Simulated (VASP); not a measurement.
A run of VASP 6.6.1:

Contents of INCAR:

```
ALGO = Normal
EDIFF = 1E-7
ENCUT = 520
GGA = PE
ISIF = 2
ISMEAR = -1
ISPIN = 2
IVDW = 12
LASPH = True
LCHARG = False
LORBIT = 11
LREAL = Auto
LWAVE = False
MAGMOM = 0 0 0 0 0 0 0 0 0 0 0 0 0 0 0 0 0
NBANDS = 52
NELM = 150
PREC = Accurate
SIGMA = 0.05
```

The input KPOINTS:

```
k-points
0
Gamma
  2 2 2
```

Contents of POSCAR:

```
AlSi16
1.0
    0.0000000000      5.4300000000      5.4300000000
    5.4300000000      0.0000000000      5.4300000000
    5.4300000000      5.4300000000      0.0000000000
Si Al
16 1
Direct
   -0.0319429098     -0.0672836096      0.0168232044
    0.1244843462      0.0359576427      0.1575046041
    0.0011049724      0.0119152855      0.5087845304
    0.1176427256      0.0899447514      0.6736648250
    0.0591528545      0.4499447514     -0.0306445672
    0.0822283610      0.5688397790      0.1892265193
    0.0121546961      0.4764825046      0.5544567219
    0.1658195212      0.6293370166      0.6196685083
    0.4981399632      0.0242909761     -0.0559300184
    0.6195119705      0.0856813996      0.1289042357
    0.4892633517     -0.0330018416      0.5398158379
    0.6409023941      0.1563167587      0.5752854512
    0.5065377532      0.4610313076     -0.0109760589
    0.6944198895      0.6570534070      0.0152117864
    0.5592449355      0.5239963168      0.4264272560
    0.6584162063      0.5884346225      0.6209576427
    0.7518784530      0.2659116022      0.1832044199
```

Potentials or basis: VASP PAW PBE potentials, release 64 (Si, Al).

The run is started by

```bash
$ cat potpaw_PBE.64/Si/POTCAR potpaw_PBE.64/Al/POTCAR > POTCAR
$ mpirun -np 1 vasp_std > vasp.out
```

Hardware: 1 thread of Intel(R) Xeon(R) 6975P-C (Granite Rapids), with other jobs on the host.

Question: Estimate the wall time of this run.

Answer: It took 4.8 min on 1 thread of Intel(R) Xeon(R) 6975P-C (Granite Rapids) (shared host), peak memory 0.7 GiB. Counts: scf iterations 16, k points 8.
